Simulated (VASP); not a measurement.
MnO:

```
Mn O
1.0
     0.00000    4.44600    4.44600
     2.22300    0.00000    2.22300
     2.22300    2.22300    0.00000
Mn O
2 2
Direct
  0.00000 0.00000 0.00000
  0.50000 0.00000 0.00000
  0.25000 0.50000 0.50000
  0.75000 0.50000 0.50000
```

Base run:

- Program: VASP 6.6.1
- Functional: PBE
- Potentials or basis: VASP PAW PBE potentials, release 64 (Mn_pv, O)
- Cutoff: 520 eV
- k mesh: 4 × 8 × 8
- Occupations: fermi-dirac, width 0.05 eV
- Spin: collinear spin, ferromagnetic start
- Starting moments: [4.5, 4.5, 0.0, 0.0] μB

Its results: pressure 0.3 GPa; net moment 9.57 μB per cell; site moments Mn +4.34; O +0.20 μB.

Question: The run is repeated on the same cell with these changes: functional from PBE to r2SCAN. What comes out?

Answer: Pressure 0.6 GPa; net moment 9.99 μB per cell; site moments Mn +4.54; O +0.23 μB.

Caveats: the run started ferromagnetic, and an antiferromagnetic order may lie lower in energy; the PAW data sets were made with another functional, which shifts forces and pressure a little (at least some runs).
